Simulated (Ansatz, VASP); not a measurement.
**One calculation of Al2Cu, two programs**

File INCAR:

```
SYSTEM = Al2Cu
PREC = Accurate
ENCUT = 520
EDIFF = 1E-6
ISMEAR = 0
SIGMA = 0.15
LREAL = .False.
LASPH = .True.
NELM = 100
ALGO = Fast
ISIF = 2
LWAVE = .False.
LCHARG = .False.
GGA = CA
NBANDS = 16
```

File KPOINTS:

```
regular mesh
0
Gamma
  14 14 18
  0 0 0
```

The input POSCAR:

```
Al2Cu
1.0
    3.9160925840      0.0000000000      0.0000000000
    0.0000000000      3.9160925840      0.0000000000
    0.0000000000      0.0000000000      3.0070914902
Al Cu
2 1
Direct
    0.5000000000      0.0000000000      0.5000000000
    0.0000000000      0.5000000000      0.5000000000
    0.0000000000      0.0000000000      0.0000000000
```

Input for Ansatz:

```yaml
crystal:
  lattice:
    - [3.916092584, 0.0, 0.0]
    - [0.0, 3.916092584, 0.0]
    - [0.0, 0.0, 3.0070914902]
  atoms:
    - { symbol: Al, position: [0.5, 0.0, 0.5] }
    - { symbol: Al, position: [0.0, 0.5, 0.5] }
    - { symbol: Cu, position: [0.0, 0.0, 0.0] }
basis:
  ecutwfc: 420
kpoints:
  mp_grid: { grid: [14, 14, 18] }
hamiltonian:
  xc: lda
scf:
  occupations: { method: gaussian, width: 0.15 }
output:
  forces: true
  stress: true
  eigenvalues: true
```

Alike in both runs: task single point; functional LDA; k mesh 14 × 14 × 18; occupations gaussian, width 0.15 eV; no spin polarisation.

|  | VASP | Ansatz |
| --- | --- | --- |
| version | VASP 6.6.1 | Ansatz 0.2.0 |
| potentials or method | VASP PAW LDA potentials, release 64 (Al, Cu), cutoff 520 eV | scalar-relativistic, plane waves, PAW |
| valence electrons in the cell | 17 | 25 |

```tsv
	VASP	Ansatz	Ansatz less VASP
gap on the k mesh at the Fermi level (eV)	none	none	-
pressure (GPa)	0.8	0.6	-0.13
traceless stress, the component that is largest in VASP (GPa)	-5.63	-5.64	-0.008
```

LDA's correlation is that of Perdew and Zunger in VASP and of Perdew and Wang (1992) in Ansatz. A gap of «none» marks a metal or a gap that the smearing closes. VASP's potentials hold 17 valence electrons a cell and Ansatz's 25, so a difference there can come from the potentials and not from the codes.
